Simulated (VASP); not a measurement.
# Hg (P6_222) in VASP: notebook

Runs on Hg. Level: PBE. Tasks: relaxation of cell and atoms, single point.

All numbers are computed with VASP 6.6.1; they aren't measurements. Logs are shortened: lines on timing, memory, paths and dates and some standing lists are left out, and cuts for length are marked.

## Step 1: The cell of the first run

Symmetry: P6_222, No. 180, hexagonal system. The conventional cell has a = 5.954 Å, b = 5.954 Å, c = 3.504 Å, α = 90.00°, β = 90.00°, γ = 120.00°. Within 4.2 Å of Hg (site symmetry 222) lie 10 Hg at 3.20 to 3.78 Å.

The cell was generated, and may not be a known phase.

## Step 2: Relaxation of cell and atoms, PBE

INCAR

```
SYSTEM = Hg
ALGO     = Normal         ! electronic algorithm
EDIFF    = 1E-6           ! SCF threshold, eV
EDIFFG   = -0.01          ! ionic threshold
ENCUT    = 600            ! plane-wave cutoff, eV
GGA      = PE             ! functional
IBRION   = 2              ! ionic algorithm
ISIF     = 3              ! what is computed and relaxed
ISMEAR   = 0              ! smearing method
LASPH    = .True.         ! aspherical terms in the spheres
LCHARG   = .False.        ! write CHGCAR
LREAL    = .False.        ! projectors in reciprocal space
LWAVE    = .False.        ! write WAVECAR
NELM     = 100            ! most SCF steps
NSW      = 100            ! ionic steps
PREC     = Accurate       ! precision mode
SIGMA    = 0.1            ! smearing width, eV
```

KPOINTS

```
k-points
0
Gamma
  9 9 14
  0 0 0
```

POSCAR

```
Hg
1.0
    5.9539471821      0.0000000000      0.0000000000
   -2.9769735910      5.1562695125      0.0000000000
    0.0000000000      0.0000000000      3.5041742431
Hg
3
Direct
    0.0000000000      0.5000000000      0.6666666667
    0.5000000000      0.0000000000      0.0000000000
    0.5000000000      0.5000000000      0.3333333333
```

Potentials or basis: VASP PAW PBE potentials, release 64 (Hg).

On the command line:

```console
> cat potpaw_PBE.64/Hg/POTCAR > POTCAR
> mpirun -np 1 vasp_std > vasp.out
```

OUTCAR:

```text
SYSTEM = Hg
   EDIFF = 1E-6
   EDIFFG = -0.01
   ENCUT = 600
   GGA = PE
   IBRION = 2
   ISIF = 3
   ISMEAR = 0
   LASPH = .True.
   LREAL = .False.
   NELM = 100
   NSW = 100
   PREC = Accurate

 ion  position               nearest neighbor table
   1  0.000  0.500  0.667-   2 3.20   2 3.20   3 3.20   3 3.20   3 3.78   3 3.78   2 3.78   2 3.78

   2  0.500  0.000  0.000-   3 3.20   3 3.20   1 3.20   1 3.20   3 3.78   3 3.78   1 3.78   1 3.78

   3  0.500  0.500  0.333-   2 3.20   2 3.20   1 3.20   1 3.20   1 3.78   1 3.78   2 3.78   2 3.78

  LATTYP: Found a hexagonal cell.
 ALAT       =     5.9539471821
 C/A-ratio  =     0.5885464106

  Lattice vectors:

 A1 = (   5.9539471821,   0.0000000000,   0.0000000000)
 A2 = (  -2.9769735910,   5.1562695125,   0.0000000000)
 A3 = (   0.0000000000,   0.0000000000,   3.5041742431)

Analysis of symmetry for initial positions (statically):
=====================================================================
 Subroutine PRICEL returns:
 Original cell was already a primitive cell.

 Routine SETGRP: Setting up the symmetry group for a
 hexagonal supercell.

 Subroutine GETGRP returns: Found 12 space group operations
 (whereof  4 operations were pure point group operations)
 out of a pool of 24 trial point group operations.

The static configuration has the point symmetry D_2 .
 The point group associated with its full space group is D_6 .

Analysis of symmetry for dynamics (positions and initial velocities):
=====================================================================
 Subroutine PRICEL returns:
 Original cell was already a primitive cell.

 Routine SETGRP: Setting up the symmetry group for a
 hexagonal supercell.

 Subroutine GETGRP returns: Found 12 space group operations
 (whereof  4 operations were pure point group operations)
 out of a pool of 24 trial point group operations.

The dynamic configuration has the point symmetry D_2 .
 The point group associated with its full space group is D_6 .

 Subroutine INISYM returns: Found 12 space group operations
 (whereof  4 operations are pure point group operations),
 and found     1 'primitive' translations

----------------------------------------------------------------------------------------

                                     Primitive cell

  volume of cell :     107.5787

  direct lattice vectors                    reciprocal lattice vectors
     5.953947182  0.000000000  0.000000000     0.167955806  0.096969330  0.000000000
    -2.976973591  5.156269512  0.000000000     0.000000000  0.193938660  0.000000000
     0.000000000  0.000000000  3.504174243     0.000000000  0.000000000  0.285373937

  length of vectors
     5.953947182  5.953947182  3.504174243     0.193938660  0.193938660  0.285373937

  position of ions in fractional coordinates (direct lattice)
     1.000000000  0.500000000  0.666666667
     0.500000000  0.000000000  0.000000000
     0.500000000  0.500000000  0.333333333

  ion indices of the primitive-cell ions
   primitive index   ion index
                 1           1
                 2           2
                 3           3

----------------------------------------------------------------------------------------

 KPOINTS: k-points

Automatic generation of k-mesh.
 Grid dimensions read from file:
 generate k-points for:    9    9   14

 Generating k-lattice:

  Cartesian coordinates                     Fractional coordinates (reciprocal lattice)
     0.018661756  0.010774370  0.000000000     0.111111111  0.000000000  0.000000000
     0.000000000  0.021548740  0.000000000     0.000000000  0.111111111  0.000000000
     0.000000000  0.000000000  0.020383853     0.000000000  0.000000000  0.071428571

  Length of vectors
     0.021548740  0.021548740  0.020383853

  Shift w.r.t. Gamma in fractional coordinates (k-lattice)
     0.000000000  0.000000000  0.000000000

 Subroutine IBZKPT returns following result:
 ===========================================

 Found     96 irreducible k-points:

 Following reciprocal coordinates:
            Coordinates               Weight
  0.000000  0.000000  0.000000      1.000000
  0.111111  0.000000  0.000000      6.000000
  0.222222 -0.000000  0.000000      6.000000
  0.333333  0.000000  0.000000      6.000000
  0.444444 -0.000000  0.000000      6.000000
  0.111111  0.111111  0.000000      6.000000
[... 16 lines left out ...]
  0.333333  0.222222  0.071429     24.000000
  0.333333  0.333333  0.071429      4.000000
 [... further k-points ...]
   k-points           NKPTS =     96   k-points in BZ     NKDIM =     96   number of bands    NBANDS=     22
   number of dos      NEDOS =    301   number of ions     NIONS =      3
   total plane-waves  NPLWV =  64512
   dimension x,y,z NGX =    48 NGY =   48 NGZ =   28
   dimension x,y,z NGXF=    96 NGYF=   96 NGZF=   56
   ions per type =               3
   NGX,Y,Z   is equivalent  to a cutoff of  13.40, 13.40, 13.28 a.u.
   NGXF,Y,Z  is equivalent  to a cutoff of  26.81, 26.81, 26.57 a.u.
 SYSTEM =  Hg
   PREC   = accura    normal or accurate (medium, high low for compatibility)
   ISTART =      0    job   : 0-new  1-cont  2-samecut
   ICHARG =      2    charge: 1-file 2-atom 10-const
   ISPIN  =      1    spin polarized calculation?
   LNONCOLLINEAR =      F non collinear calculations
   LSORBIT =      F    spin-orbit coupling
   LASPH  =      T    aspherical Exc in radial PAW
   ENCUT  =  600.0 eV  44.10 Ry    6.64 a.u.  11.89 11.89  7.00*2*pi/ulx,y,z
   NELM   =    100;   NELMIN=  2; NELMDL= -5     # of ELM steps
   EDIFF  = 0.1E-05   stopping-criterion for ELM
   LREAL  =      F    real-space projection
   EDIFFG = -.1E-01   stopping-criterion for IOM
   NSW    =    100    number of steps for IOM
   IBRION =      2    ionic relax: 0-MD 1-quasi-New 2-CG
   NFREE  =      1    steps in history (QN), initial steepest desc. (CG)
   ISIF   =      3    stress and relaxation
   ISYM   =      2    0-nonsym 1-usesym 2-fastsym
   POTIM  = 0.5000    time-step for ionic-motion
   TEBEG  =    0.0;   TEEND  =   0.0 temperature during run
   PSTRESS=    0.0 pullay stress
   NELECT =      36.0000    total number of electrons
   NUPDOWN=      -1.0000    fix difference up-down
   EMIN   =  10.00;   EMAX   =-10.00  energy-range for DOS
   EFERMI =   0.00;   METHOD = LEGACY
   ISMEAR =     0;   SIGMA  =   0.10  broadening in eV -4-tet -1-fermi 0-gaus
   EFERMI_NEDOS =   21; number of points for ismear=-14 and -15
   IALGO  =     38    algorithm
   IMIX   =      4    mixing-type and parameters
     AMIX     =   0.40;   BMIX     =  1.00
     AMIX_MAG =   1.60;   BMIX_MAG =  1.00
  volume/ion in A,a.u.               =      35.86       241.99
  Fermi-wavevector in a.u.,A,eV,Ry     =   1.136581  2.147826 17.576216  1.291815
  Thomas-Fermi vector in A             =   2.273286
   LORBIT       =      0    0 simple, 1 ext, 2 COOP (PROOUT), +10 PAW based schemes
   GGA     = PE    functional components
   LHFCALC =     F    Hartree Fock is set to
   AEXX    =    0.0000 exact exchange contribution
   IVDW    =     0    specifies the selected vdW correction
   LEPSILON=     F    determine dielectric tensor
   LRPA    =     F    only Hartree local field effects (RPA)
 conjugate gradient relaxation of ions
 non-spin polarized calculation
 Gauss-broadening in eV      SIGMA  =   0.10
  energy-cutoff  :      600.00
  volume of cell :      107.58
 maximum number of plane-waves:      3615
 NGX is ok and might be reduce to    48
   NGX = 23   NGY = 23   NGZ = 13

--------------------------------------- Ionic step        1  -------------------------------------------

 number of electron      35.9999996 magnetization

 Free energy of the ion-electron system (eV)
  ---------------------------------------------------
  ext. energy  EPLUGINS =         0.00000000
  ---------------------------------------------------
  free energy    TOTEN  =        -0.49946089 eV

  energy without entropy =       -0.49841016  energy(sigma->0) =       -0.49893552

------------------------ aborting loop because EDIFF is reached ----------------------------------------

  FORCE on cell =-STRESS in cart. coord.  units (eV):
  Direction    XX          YY          ZZ          XY          YZ          ZX
  --------------------------------------------------------------------------------------
  -------------------------------------------------------------------------------------
  Total        0.1456981      0.1456981      0.0881120      0.0000000      0.0000000      0.0000000
  in kB        2.1698928      2.1698928      1.3122577      0.0000000      0.0000000      0.0000000
  external PRESSURE =       1.8840144 kB  Pullay stress =       0.0000000 kB
[... 133 lines left out ...]
  energy  without entropy=       -0.4999002284  energy(sigma->0) =       -0.50048273

--------------------------------------- Ionic step        5  -------------------------------------------

 number of electron      36.0000004 magnetization

 Free energy of the ion-electron system (eV)
  ---------------------------------------------------
  ext. energy  EPLUGINS =         0.00000000
  ---------------------------------------------------
  free energy    TOTEN  =        -0.50143273 eV

  energy without entropy =       -0.50035829  energy(sigma->0) =       -0.50089551

 E-fermi :   0.2970     XC(G=0):  -8.2913

 val. band max:        0.2539623666   @ k =   0.0000   0.0000   0.1429
 cond. band min:       0.3123821440   @ k =   0.4444   0.1111   0.5000
 fundamental gap:      0.0584197774
 Fermi energy:         0.2970428350

 k-point     1 :       0.0000    0.0000    0.0000
  band No.  band energies     occupation
      1      -7.1117      2.00000
      2      -6.6029      2.00000
      3      -6.6029      2.00000
      4      -6.4007      2.00000
      5      -6.4007      2.00000
      6      -6.1965      2.00000
[... 574 lines left out ...]
      6      -6.3089      2.00000
[... 14 lines left out ...]
     21       3.5483      0.00000
     22       7.3736      0.00000

 [... further k-points ...]

------------------------ aborting loop because EDIFF is reached ----------------------------------------

  FORCE on cell =-STRESS in cart. coord.  units (eV):
  Direction    XX          YY          ZZ          XY          YZ          ZX
  --------------------------------------------------------------------------------------
  -------------------------------------------------------------------------------------
  Total        0.0135426      0.0135426     -0.0263693      0.0000000      0.0000000      0.0000000
  in kB        0.1954615      0.1954615     -0.3805894      0.0000000      0.0000000      0.0000000
  external PRESSURE =       0.0034445 kB  Pullay stress =       0.0000000 kB
[... 18 lines left out ...]
  FREE ENERGIE OF THE ION-ELECTRON SYSTEM (eV)
  ---------------------------------------------------
  free  energy   TOTEN  =        -0.5014327322 eV

  energy  without entropy=       -0.5003582890  energy(sigma->0) =       -0.50089551

 reached required accuracy - stopping structural energy minimisation
```

It took 6.5 min on 1 thread of AMD EPYC 9R45 (Zen 5), shared host; peak memory 0.36 GiB.

What came out:

```yaml
Free_energy: -0.5014 eV
Relaxed_volume: 37.00 Å³/atom
Relaxed_cell: a = 6.026 Å, b = 6.026 Å, c = 3.530 Å, α = 90.00°, β = 90.00°, γ = 120.00°
Space_group_after_relaxing_to_0.1_Å: P6_222 (No. 180)
Energy_gained_by_relaxing: 0.7 meV/atom
Ionic_steps: 5
Pressure_after_relaxing: 0.0 GPa
Band_gap_on_the_k_mesh: zero (bands 18 and 19 overlap by 1.07 eV)
```

The path:
| step | energy change (eV) | largest force (eV/Å) | pressure (GPa) | volume (Å³) |
| --- | --- | --- | --- | --- |
| 1 | 0.0000 | 0.0000 | 0.19 | 107.58 |
| 2 | -0.0007 | 0.0000 | 0.14 | 108.24 |
| 3 | -0.0017 | 0.0000 | 0.06 | 109.67 |
| 4 | -0.0016 | 0.0000 | -0.08 | 112.58 |
| 5 | -0.0020 | 0.0000 | 0.00 | 111.01 |

Final structure:
```
Hg
1.0
     6.02606    0.00000    0.00000
    -3.01303    5.21872    0.00000
     0.00000    0.00000    3.52984
Hg
3
Direct
  0.00000 0.50000 0.66667
  0.50000 0.00000 0.00000
  0.50000 0.50000 0.33333
```

Caveat: spin-orbit coupling is left out, which moves the levels of the heavy elements.

(Continued in part 2 of 2.)

The gap in the log of VASP goes by the Fermi energy; the results here count the filled bands.